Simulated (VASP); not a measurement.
# Ba4N (Pm-3m) in VASP: further runs, part 2 of 2

VASP 6.6.1. Earlier steps stand in the parts before.

**4. Single point, PBE**

This run uses another cell than the first one, of 41.37 Å³/atom.

File INCAR:

```
PREC     = Accurate       # precision mode
ENCUT    = 520            # plane-wave cutoff, eV
EDIFF    = 1E-6           # SCF threshold, eV
ISMEAR   = 0              # smearing method
SIGMA    = 0.1            # smearing width, eV
LREAL    = F              # projectors in reciprocal space
LASPH    = T              # aspherical terms in the spheres
NELM     = 60             # most SCF steps
ALGO     = Normal         # electronic algorithm
ISIF     = 2              # what is computed and relaxed
LWAVE    = F              # write WAVECAR
LCHARG   = F              # write CHGCAR
GGA      = PE             # functional
NBANDS   = 30             # bands
```

File KPOINTS:

```
regular mesh
0
Gamma
  6 6 6
```

File POSCAR:

```
Ba4N
1.0
    5.9139834600      0.0000000000      0.0000000000
    0.0000000000      5.9139834600      0.0000000000
    0.0000000000      0.0000000000      5.9139834600
Ba N
4 1
Direct
    0.0000000000      0.5000000000      0.5000000000
    0.5000000000      0.0000000000      0.5000000000
    0.5000000000      0.5000000000      0.0000000000
    0.0000000000      0.0000000000      0.0000000000
    0.5000000000      0.5000000000      0.5000000000
```

Potentials or basis: VASP PAW PBE potentials, release 64 (Ba_sv, N).

Launch:

```
cat potpaw_PBE.64/Ba_sv/POTCAR potpaw_PBE.64/N/POTCAR > POTCAR
mpirun -np 1 vasp_std > vasp.out
```

OUTCAR:

```text
PREC = Accurate
   ENCUT = 520
   EDIFF = 1E-6
   ISMEAR = 0
   LREAL = F
   LASPH = T
   NELM = 60
   ISIF = 2
   GGA = PE

 ion  position               nearest neighbor table
   1  0.000  0.500  0.500-   5 2.96   5 2.96   4 4.18   2 4.18   3 4.18   4 4.18   2 4.18   4 4.18
                             4 4.18   2 4.18   3 4.18   3 4.18   3 4.18   2 4.18
   2  0.500  0.000  0.500-   5 2.96   5 2.96   4 4.18   1 4.18   3 4.18   4 4.18   1 4.18   3 4.18
                             3 4.18   3 4.18   1 4.18   4 4.18   4 4.18   1 4.18
   3  0.500  0.500  0.000-   5 2.96   5 2.96   4 4.18   1 4.18   1 4.18   2 4.18   2 4.18   2 4.18
                             4 4.18   2 4.18   1 4.18   4 4.18   1 4.18   4 4.18
   4  0.000  0.000  0.000-   1 4.18   2 4.18   3 4.18   1 4.18   2 4.18   1 4.18   3 4.18   1 4.18
                             2 4.18   3 4.18   2 4.18   3 4.18
   5  0.500  0.500  0.500-   1 2.96   2 2.96   3 2.96   3 2.96   2 2.96   1 2.96

  LATTYP: Found a simple cubic cell.
 ALAT       =     5.9139834600

  Lattice vectors:

 A1 = (   5.9139834600,   0.0000000000,   0.0000000000)
 A2 = (   0.0000000000,   5.9139834600,   0.0000000000)
 A3 = (   0.0000000000,   0.0000000000,   5.9139834600)

[... 178 lines left out ...]
 val. band max:        2.4552485060   @ k =   0.3333   0.3333   0.1667
 cond. band min:       2.4754567989   @ k =   0.5000   0.5000   0.5000
 fundamental gap:      0.0202082928
 Fermi energy:         2.4576933386

 k-point     1 :       0.0000    0.0000    0.0000
  band No.  band energies     occupation
      1     -26.4422      2.00000
      2     -25.7036      2.00000
      3     -25.6112      2.00000
      4     -25.6112      2.00000
      5     -11.7935      2.00000
      6     -11.7935      2.00000
[... 649 lines left out ...]
     29       4.2061      0.00000
     30       4.5181      0.00000

------------------------ aborting loop because EDIFF is reached ----------------------------------------

  FORCE on cell =-STRESS in cart. coord.  units (eV):
  Direction    XX          YY          ZZ          XY          YZ          ZX
  --------------------------------------------------------------------------------------
  -------------------------------------------------------------------------------------
  Total        0.5835358      0.5835358      0.5835358      0.0000000      0.0000000      0.0000000
  in kB        4.5199932      4.5199932      4.5199932      0.0000000      0.0000000      0.0000000
  external PRESSURE =       4.5199932 kB  Pullay stress =       0.0000000 kB

 VOLUME and BASIS-vectors are now :
 -----------------------------------------------------------------------------
  energy-cutoff  :      520.00
  volume of cell :      206.84
      direct lattice vectors                 reciprocal lattice vectors
     5.913983460  0.000000000  0.000000000     0.169090767  0.000000000  0.000000000
     0.000000000  5.913983460  0.000000000     0.000000000  0.169090767  0.000000000
     0.000000000  0.000000000  5.913983460     0.000000000  0.000000000  0.169090767

 POSITION                                       TOTAL-FORCE (eV/Angst)
 -----------------------------------------------------------------------------------
      0.00000      2.95699      2.95699         0.000000      0.000000      0.000000
      2.95699      0.00000      2.95699         0.000000      0.000000      0.000000
      2.95699      2.95699      0.00000         0.000000      0.000000      0.000000
      0.00000      0.00000      0.00000         0.000000      0.000000      0.000000
      2.95699      2.95699      2.95699         0.000000      0.000000      0.000000
 -----------------------------------------------------------------------------------
    total drift:                                0.000000     -0.000000     -0.000000

  FREE ENERGIE OF THE ION-ELECTRON SYSTEM (eV)
  ---------------------------------------------------
  free  energy   TOTEN  =       -16.0234311990 eV

  energy  without entropy=      -15.9943456556  energy(sigma->0) =      -16.00888843
```

OSZICAR:

```text
N       E                     dE             d eps       ncg     rms          rms(c)
DAV:   1     0.337353893587E+03    0.33735E+03   -0.19059E+04  1200   0.127E+03
DAV:   2     0.404465010462E+01   -0.33331E+03   -0.32454E+03  1788   0.250E+02
DAV:   3    -0.202916596905E+02   -0.24336E+02   -0.23569E+02  1588   0.680E+01
DAV:   4    -0.211334457095E+02   -0.84179E+00   -0.82965E+00  1804   0.101E+01
DAV:   5    -0.211539074868E+02   -0.20462E-01   -0.20391E-01  1596   0.143E+00    0.116E+01
DAV:   6    -0.178287538449E+02    0.33252E+01   -0.60247E+01  1506   0.169E+01    0.120E+01
DAV:   7    -0.165076762469E+02    0.13211E+01   -0.16473E+01  1500   0.864E+00    0.369E+00
DAV:   8    -0.162831558715E+02    0.22452E+00   -0.92806E-01  1312   0.301E+00    0.258E+00
DAV:   9    -0.161101749585E+02    0.17298E+00   -0.23823E+00  1558   0.399E+00    0.266E+00
DAV:  10    -0.160338395539E+02    0.76335E-01   -0.95423E-01  1430   0.242E+00    0.759E-01
DAV:  11    -0.160228879359E+02    0.10952E-01   -0.94905E-02  1438   0.775E-01    0.180E-01
DAV:  12    -0.160278613560E+02   -0.49734E-02   -0.36739E-02  1568   0.482E-01    0.499E-01
DAV:  13    -0.160233919408E+02    0.44694E-02   -0.27337E-02  1572   0.347E-01    0.428E-02
DAV:  14    -0.160234400022E+02   -0.48061E-04   -0.92059E-04  1452   0.847E-02    0.177E-02
DAV:  15    -0.160234341199E+02    0.58823E-05   -0.11476E-04  1542   0.308E-02    0.141E-02
DAV:  16    -0.160234324058E+02    0.17141E-05   -0.74705E-06  1390   0.878E-03    0.913E-03
DAV:  17    -0.160234312987E+02    0.11072E-05   -0.11151E-05  1216   0.752E-03    0.264E-03
DAV:  18    -0.160234311990E+02    0.99676E-07   -0.60001E-07   832   0.250E-03
   1 F= -.16023431E+02 E0= -.16008888E+02  d E =-.290855E-01
```

Run time: 1.9 min. Hardware: 1 thread of AMD EPYC 9R45 (Zen 5), shared host; peak memory 0.34 GiB.

Results:

- Free energy: -16.0234 eV
- Pressure: 0.5 GPa
- Band gap on the k mesh: zero (an odd number of electrons rules out a gap without spin polarisation)

Caveat: spin-orbit coupling is left out, which moves the levels of the heavy elements.

**5. The runs side by side**

```csv
cell,k mesh,gap on the mesh (eV),pressure (GPa)
"a = 5.499 Å, 5 atoms",4 × 4 × 4,none,7.0
"a = 5.901 Å, 5 atoms",4 × 4 × 4,none,0.5
"a = 5.914 Å, 5 atoms",6 × 6 × 6,none,0.5
```

Alike in all rows: task single point; level PBE; potentials or basis VASP PAW PBE potentials, release 64 (Ba_sv, N); no spin polarisation; cutoff (eV) 520; smearing gaussian 0.1 eV.

Caveats: spin-orbit coupling is left out, which moves the levels of the heavy elements; the cell stands under pressure (at least some runs).

Absolute energies hang on the potentials; compare differences alone.

The gap in the log of VASP goes by the Fermi energy; the results here count the filled bands.